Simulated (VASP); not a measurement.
BP, 2 atoms in the cell. Symmetry: F-43m, No. 216, cubic system. Conventional cell: a = 4.537 Å, b = 4.537 Å, c = 4.537 Å, α = 90.00°, β = 90.00°, γ = 90.00°. Within 2.6 Å of B (site symmetry -43m) lie 4 P at 1.96 Å. Within 2.6 Å of P (site symmetry -43m) lie 4 B at 1.96 Å. 

* Program: VASP 6.6.1
* Task: single point
* Functional: PBEsol
* Potentials or basis: VASP PAW PBE potentials, release 64 (B, P)
* Cutoff: 500 eV
* k mesh: 6 × 6 × 6
* Occupations: methfessel-paxton, width 0.05 eV
* Spin: no spin polarisation
* Dipole correction: no
* Further INCAR settings: ALGO = Normal; EDIFF = 1e-06; NBANDS = 11

Potentials or basis: VASP PAW PBE potentials, release 64 (B, P).

Launch:

```bash
$ cat potpaw_PBE.64/B/POTCAR potpaw_PBE.64/P/POTCAR > POTCAR
$ mpirun -np 1 vasp_std > vasp.out
```

Hardware: 1 thread of AMD EPYC 7R13, with other jobs on the host.

**Question.** Estimate the wall time of this run.

**Answer.** Run time: 7.1 s on 1 thread of AMD EPYC 7R13, on a shared host, peak memory 0.1 GiB. Counts: scf iterations 12, k points 16.
